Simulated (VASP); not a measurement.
**MgO: single point with r2SCAN**

Crystal: MgO.

```xyz
2
Lattice="0.0000 1.9895 1.9895 1.9895 0.0000 1.9895 1.9895 1.9895 0.0000" Properties=species:S:1:pos:R:3 pbc="T T T"
Mg    0.0000    0.0000    0.0000
O     1.9895    1.9895    1.9895
```

This cell differs from its parent crystal: strain -5.4%.

| Item | Value |
| --- | --- |
| Program | VASP 6.6.1 |
| Task | single point |
| Functional | r2SCAN |
| Potentials or basis | VASP PAW PBE potentials, release 64 (Mg, O) |
| Cutoff | 520 eV |
| k mesh | 10 × 10 × 10 |
| Occupations | gaussian, width 0.01 eV |
| Spin | no spin polarisation |
| Dipole correction | no |
| Further INCAR settings | ALGO = Normal; EDIFF = 1e-06; NBANDS = 11 |

```yaml
Pressure: 37.7 GPa
Band_gap_on_the_k_mesh: 7.53 eV, direct
```

Levels at points of the mesh, in eV from the valence-band top:
```tsv
k point	band 1	band 2	band 3	band 4	band 5	band 6	band 7	band 8	band 9
(0.00, 0.00, 0.00)	-19.17	0.00	0.00	0.00	7.53	17.83	17.83	17.83	22.49
(0.50, 0.00, 0.00)	-17.44	-5.44	-0.89	-0.89	9.99	15.92	19.30	19.30	25.27
(0.50, 0.50, 0.00)	-17.14	-4.85	-1.63	-1.63	10.21	13.13	16.32	23.26	23.26
```

It took 54 s on 1 thread of AMD EPYC 7R43 64-Core Processor (Zen 3), on a shared host, peak memory 0.11 GiB.

Caveat: the cell differs from its parent crystal (strain -5.4%); the PAW data sets were made with another functional, which shifts forces and pressure a little.
